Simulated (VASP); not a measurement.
# Mg2O (R-3m) in VASP: single point with PBE

Aim: the single point of Mg2O with PBE.

Everything below comes from runs of VASP 6.6.1. Logs are shortened: lines on timing, memory, paths and dates and some standing lists are left out, and cuts for length are marked.

## (1) The cell of the first run

It takes space group R-3m (No. 166, trigonal). Conventional cell: a = 3.073 Å, b = 3.073 Å, c = 15.039 Å, α = 90.00°, β = 90.00°, γ = 120.00°. Mg (site symmetry 3m) has 3 O at 2.17 Å within 2.9 Å. Within 2.9 Å of O (site symmetry -3m) lie 6 Mg at 2.17 Å.

## (2) Single point, PBE

File INCAR:

```
PREC     = Accurate       # precision mode
ENCUT    = 600            # plane-wave cutoff, eV
EDIFF    = 1E-6           # SCF threshold, eV
ISMEAR   = 0              # smearing method
SIGMA    = 0.1            # smearing width, eV
LREAL    = False          # projectors in reciprocal space
LASPH    = True           # aspherical terms in the spheres
NELM     = 120            # most SCF steps
ALGO     = Normal         # electronic algorithm
ISIF     = 2              # what is computed and relaxed
LWAVE    = False          # write WAVECAR
LCHARG   = False          # write CHGCAR
GGA      = PE             # functional
NBANDS   = 12             # bands
GGA_COMPAT= False
```

File KPOINTS:

```
Automatic mesh
0
Gamma
  6 6 6
```

File POSCAR:

```
Mg2O
1.0
    1.5362501522      0.8869544389      5.0131501767
   -1.5362501522      0.8869544389      5.0131501767
    0.0000000000     -1.7739088778      5.0131501767
Mg O
2 1
Direct
    0.7493355120      0.7493355120      0.7493355120
    0.2506644880      0.2506644880      0.2506644880
    0.0000000000      0.0000000000      0.0000000000
```

Potentials or basis: VASP PAW PBE potentials, release 64 (Mg, O).

On the command line:

```console
> cat potpaw_PBE.64/Mg/POTCAR potpaw_PBE.64/O/POTCAR > POTCAR
> mpirun -np 1 vasp_std > vasp.out
```

OUTCAR:

```text
PREC = Accurate
   ENCUT = 600
   EDIFF = 1E-6
   ISMEAR = 0
   LREAL = False
   LASPH = True
   NELM = 120
   ISIF = 2
   GGA = PE

 ion  position               nearest neighbor table
   1  0.749  0.749  0.749-   3 2.17   3 2.17   3 2.17   2 3.05   2 3.05   2 3.05   2 3.09   2 3.09
                             2 3.09
   2  0.251  0.251  0.251-   3 2.17   3 2.17   3 2.17   1 3.05   1 3.05   1 3.05   1 3.09   1 3.09
                             1 3.09
   3  0.000  0.000  0.000-   1 2.17   2 2.17   1 2.17   1 2.17   2 2.17   2 2.17

  LATTYP: Found a trigonal (rhomboedric) cell.
 ALAT       =     5.3177464589
 COS(alpha) =     0.8330837499

  Lattice vectors:

 A1 = (   1.5362501522,   0.8869544389,   5.0131501767)
 A2 = (  -1.5362501522,   0.8869544389,   5.0131501767)
 A3 = (   0.0000000000,  -1.7739088778,   5.0131501767)

Analysis of symmetry for initial positions (statically):
=====================================================================
 Subroutine PRICEL returns:
 Original cell was already a primitive cell.

 Routine SETGRP: Setting up the symmetry group for a
 trigonal (rhombohedral) supercell.

 Subroutine GETGRP returns: Found 12 space group operations
 (whereof 12 operations were pure point group operations)
 out of a pool of 12 trial point group operations.

The static configuration has the point symmetry D_3d.

Analysis of symmetry for dynamics (positions and initial velocities):
=====================================================================
 Subroutine PRICEL returns:
 Original cell was already a primitive cell.

 Routine SETGRP: Setting up the symmetry group for a
 trigonal (rhombohedral) supercell.

 Subroutine GETGRP returns: Found 12 space group operations
 (whereof 12 operations were pure point group operations)
 out of a pool of 12 trial point group operations.

The dynamic configuration has the point symmetry D_3d.

 Subroutine INISYM returns: Found 12 space group operations
 (whereof 12 operations are pure point group operations),
 and found     1 'primitive' translations

----------------------------------------------------------------------------------------

                                     Primitive cell

  volume of cell :      40.9850

  direct lattice vectors                    reciprocal lattice vectors
     1.536250152  0.886954439  5.013150177     0.325467828  0.187908938  0.066491791
    -1.536250152  0.886954439  5.013150177    -0.325467828  0.187908938  0.066491791
     0.000000000 -1.773908878  5.013150177     0.000000000 -0.375817876  0.066491791

  length of vectors
     5.317746459  5.317746459  5.317746459     0.381654601  0.381654601  0.381654601

  position of ions in fractional coordinates (direct lattice)
     0.749335512  0.749335512  0.749335512
     0.250664488  0.250664488  0.250664488
     0.000000000  0.000000000  0.000000000

  ion indices of the primitive-cell ions
   primitive index   ion index
                 1           1
                 2           2
                 3           3

----------------------------------------------------------------------------------------

 KPOINTS: Automatic mesh

Automatic generation of k-mesh.
 Grid dimensions read from file:
 generate k-points for:    6    6    6

 Generating k-lattice:

  Cartesian coordinates                     Fractional coordinates (reciprocal lattice)
     0.054244638  0.031318156  0.011081965     0.166666667  0.000000000  0.000000000
    -0.054244638  0.031318156  0.011081965     0.000000000  0.166666667  0.000000000
     0.000000000 -0.062636313  0.011081965     0.000000000  0.000000000  0.166666667

  Length of vectors
     0.063609100  0.063609100  0.063609100

  Shift w.r.t. Gamma in fractional coordinates (k-lattice)
     0.000000000  0.000000000  0.000000000

 Subroutine IBZKPT returns following result:
 ===========================================

 Found     32 irreducible k-points:

 Following reciprocal coordinates:
            Coordinates               Weight
  0.000000  0.000000  0.000000      1.000000
  0.166667 -0.000000  0.000000      6.000000
  0.333333 -0.000000  0.000000      6.000000
  0.500000 -0.000000  0.000000      3.000000
  0.166667  0.166667  0.000000      6.000000
  0.333333  0.166667 -0.000000     12.000000
[... 16 lines left out ...]
  0.500000  0.500000  0.166667      6.000000
 -0.333333  0.500000  0.166667     12.000000
 [... further k-points ...]
   k-points           NKPTS =     32   k-points in BZ     NKDIM =     32   number of bands    NBANDS=     12
   number of dos      NEDOS =    301   number of ions     NIONS =      3
   total plane-waves  NPLWV =  74088
   dimension x,y,z NGX =    42 NGY =   42 NGZ =   42
   dimension x,y,z NGXF=    84 NGYF=   84 NGZF=   84
   ions per type =               2   1
   NGX,Y,Z   is equivalent  to a cutoff of  13.13, 13.13, 13.13 a.u.
   NGXF,Y,Z  is equivalent  to a cutoff of  26.26, 26.26, 26.26 a.u.
 SYSTEM =  unknown system
   PREC   = accura    normal or accurate (medium, high low for compatibility)
   ISTART =      0    job   : 0-new  1-cont  2-samecut
   ICHARG =      2    charge: 1-file 2-atom 10-const
   ISPIN  =      1    spin polarized calculation?
   LNONCOLLINEAR =      F non collinear calculations
   LSORBIT =      F    spin-orbit coupling
   LASPH  =      T    aspherical Exc in radial PAW
   ENCUT  =  600.0 eV  44.10 Ry    6.64 a.u.  10.62 10.62 10.62*2*pi/ulx,y,z
   NELM   =    120;   NELMIN=  2; NELMDL= -5     # of ELM steps
   EDIFF  = 0.1E-05   stopping-criterion for ELM
   LREAL  =      F    real-space projection
[... 7 lines left out ...]
   TEBEG  =    0.0;   TEEND  =   0.0 temperature during run
   PSTRESS=    0.0 pullay stress
   NELECT =      10.0000    total number of electrons
   NUPDOWN=      -1.0000    fix difference up-down
   EMIN   =  10.00;   EMAX   =-10.00  energy-range for DOS
   EFERMI =   0.00;   METHOD = LEGACY
   ISMEAR =     0;   SIGMA  =   0.10  broadening in eV -4-tet -1-fermi 0-gaus
   EFERMI_NEDOS =   21; number of points for ismear=-14 and -15
   IALGO  =     38    algorithm
   IMIX   =      4    mixing-type and parameters
     AMIX     =   0.40;   BMIX     =  1.00
     AMIX_MAG =   1.60;   BMIX_MAG =  1.00
  volume/ion in A,a.u.               =      13.66        92.19
  Fermi-wavevector in a.u.,A,eV,Ry     =   1.022978  1.933149 14.238288  1.046485
  Thomas-Fermi vector in A             =   2.156687
   LORBIT       =      0    0 simple, 1 ext, 2 COOP (PROOUT), +10 PAW based schemes
   GGA     = PE    functional components
   LHFCALC =     F    Hartree Fock is set to
   AEXX    =    0.0000 exact exchange contribution
   IVDW    =     0    specifies the selected vdW correction
   LEPSILON=     F    determine dielectric tensor
   LRPA    =     F    only Hartree local field effects (RPA)
 non-spin polarized calculation
 Gauss-broadening in eV      SIGMA  =   0.10
  energy-cutoff  :      600.00
  volume of cell :       40.99
 maximum number of plane-waves:      1401
   NGX = 21   NGY = 21   NGZ = 21

 number of electron      10.0000002 magnetization

 Free energy of the ion-electron system (eV)
  ---------------------------------------------------
  ext. energy  EPLUGINS =         0.00000000
  ---------------------------------------------------
  free energy    TOTEN  =       -12.77578543 eV

  energy without entropy =      -12.77545036  energy(sigma->0) =      -12.77561790

 E-fermi :   5.1558     XC(G=0):  -9.7626

 val. band max:        5.0424082416   @ k =   0.3333   0.3333   0.3333
 cond. band min:       5.3044612980   @ k =  -0.3333  -0.3333   0.1667
 fundamental gap:      0.2620530564
 Fermi energy:         5.1558347774

 k-point     1 :       0.0000    0.0000    0.0000
  band No.  band energies     occupation
      1     -15.3573      2.00000
      2      -1.8704      2.00000
      3      -0.6493      2.00000
      4       0.6557      2.00000
      5       0.6557      2.00000
      6       7.4682      0.00000
      7       8.1131      0.00000
      8      16.5466      0.00000
      9      16.5466      0.00000
     10      17.0326      0.00000
     11      17.5242      0.00000
     12      17.5242      0.00000

 k-point     2 :       0.1667   -0.0000    0.0000
  band No.  band energies     occupation
      1     -15.1995      2.00000
      2      -1.6750      2.00000
      3      -0.8503      2.00000
      4       0.4927      2.00000
      5       0.6075      2.00000
      6       7.7939      0.00000
      7       8.8474      0.00000
      8      12.9842      0.00000
      9      14.3015      0.00000
     10      15.2882      0.00000
     11      16.5272      0.00000
     12      17.1291      0.00000

 k-point     3 :       0.3333   -0.0000    0.0000
  band No.  band energies     occupation
      1     -14.8611      2.00000
      2      -2.1133      2.00000
      3      -1.0757      2.00000
      4       0.1880      2.00000
      5       2.0921      2.00000
      6       7.6056      0.00000
      7       8.2920      0.00000
      8      10.9595      0.00000
      9      12.5362      0.00000
     10      13.8030      0.00000
     11      15.4001      0.00000
     12      15.8917      0.00000
[... 286 lines left out ...]
 k-point    23 :       0.5000    0.5000    0.1667
  band No.  band energies     occupation
      1     -14.8562      2.00000
      2      -2.0040      2.00000
      3      -1.5282      2.00000
      4       0.1848      2.00000
      5       2.8315      2.00000
      6       7.2425      0.00000
      7       8.1867      0.00000
      8      10.9266      0.00000
      9      12.7132      0.00000
     10      14.2446      0.00000
     11      15.2774      0.00000
     12      16.2556      0.00000

 k-point    24 :      -0.3333    0.5000    0.1667
  band No.  band energies     occupation
      1     -14.6793      2.00000
      2      -2.2739      2.00000
      3      -0.9812      2.00000
      4      -0.5506      2.00000
      5       3.8586      2.00000
      6       6.6512      0.00000
      7       8.7242      0.00000
      8       9.4814      0.00000
      9      11.7509      0.00000
     10      13.1960      0.00000
     11      14.7814      0.00000
     12      15.5186      0.00000

 [... further k-points ...]
[... 5 lines left out ...]
  --------------------------------------------------------------------------------------
  -------------------------------------------------------------------------------------
  Total       -0.0512002     -0.0512002      0.2314429      0.0000000      0.0000000      0.0000000
  in kB       -2.0015077     -2.0015077      9.0475132      0.0000000      0.0000000      0.0000000
  external PRESSURE =       1.6814993 kB  Pullay stress =       0.0000000 kB

 VOLUME and BASIS-vectors are now :
 -----------------------------------------------------------------------------
  energy-cutoff  :      600.00
  volume of cell :       40.99
      direct lattice vectors                 reciprocal lattice vectors
     1.536250152  0.886954439  5.013150177     0.325467828  0.187908938  0.066491791
    -1.536250152  0.886954439  5.013150177    -0.325467828  0.187908938  0.066491791
     0.000000000 -1.773908878  5.013150177     0.000000000 -0.375817876  0.066491791

 POSITION                                       TOTAL-FORCE (eV/Angst)
 -----------------------------------------------------------------------------------
      0.00000      0.00000     11.26959        -0.000000      0.000000      0.004902
      0.00000      0.00000      3.76986        -0.000000     -0.000000     -0.004902
      0.00000      0.00000      0.00000         0.000000     -0.000000      0.000000
 -----------------------------------------------------------------------------------
    total drift:                                0.000000      0.000000      0.000000

  FREE ENERGIE OF THE ION-ELECTRON SYSTEM (eV)
  ---------------------------------------------------
  free  energy   TOTEN  =       -12.7757854329 eV

  energy  without entropy=      -12.7754503610  energy(sigma->0) =      -12.77561790
```

Wall time 97 s (1 thread of Intel Xeon 8259CL, shared host); peak memory 0.22 GiB.

What came out:

* Free energy: -12.7758 eV
* Pressure: 0.2 GPa
* Largest force: 0.005 eV/Å
* Band gap on the k mesh: zero (bands 5 and 6 overlap by 1.33 eV)

Forces in eV/Å, atoms in the order of the input:
```
Mg   0.000  0.000  0.005
Mg   0.000  0.000 -0.005
O    0.000  0.000  0.000
```

Caveat: the k points lie up to 0.40 Å⁻¹ apart, too coarse for converged energies and pressures of a metal.

The gap in the log of VASP goes by the Fermi energy; the results here count the filled bands.